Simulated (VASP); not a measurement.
Input of a VASP 6.6.1 run:

INCAR

```
SYSTEM = CsTa4
  ALGO = Normal
  EDIFF = 1E-7
  EDIFFG = -0.01
  ENCUT = 500
  GGA = PE
  GGA_COMPAT = .False.
  IBRION = 2
  ISIF = 3
  ISMEAR = 0
  LASPH = .True.
  LCHARG = .False.
  LREAL = .False.
  LWAVE = .False.
  NELM = 120
  NELMIN = 4
  NSW = 100
  PREC = Accurate
  SIGMA = 0.1
```

KPOINTS

```
k-points
0
Gamma
  8 8 8
  0 0 0
```

Contents of POSCAR:

```
CsTa4
1.0
    4.9487801200      0.0000000000      0.0000000000
    0.0000000000      4.9487801200      0.0000000000
    0.0000000000      0.0000000000      4.9487801200
Cs Ta
1 4
Direct
    0.5000000000      0.5000000000      0.5000000000
    0.0000000000      0.0000000000      0.0000000000
    0.5000000000      0.5000000000      0.0000000000
    0.5000000000      0.0000000000      0.5000000000
    0.0000000000      0.5000000000      0.5000000000
```

Potentials or basis: VASP PAW PBE potentials, release 64 (Cs_sv, Ta_sv_GW).

The run is started by

```bash
$ cat potpaw_PBE.64/Cs_sv/POTCAR potpaw_PBE.64/Ta_sv_GW/POTCAR > POTCAR
$ mpirun -np 1 vasp_std > vasp.out
```

(1) Estimate the band gap on the k mesh.

(2) What does it give for the relaxed volume?

(3) Predict the space group after relaxing (to 0.1 Å).

Answers

(1) zero (an odd number of electrons rules out a gap without spin polarisation).

(2) 24.29 Å³/atom.

(3) Pm-3m (No. 221).

Caveat: spin-orbit coupling is left out, which moves the levels of the heavy elements.
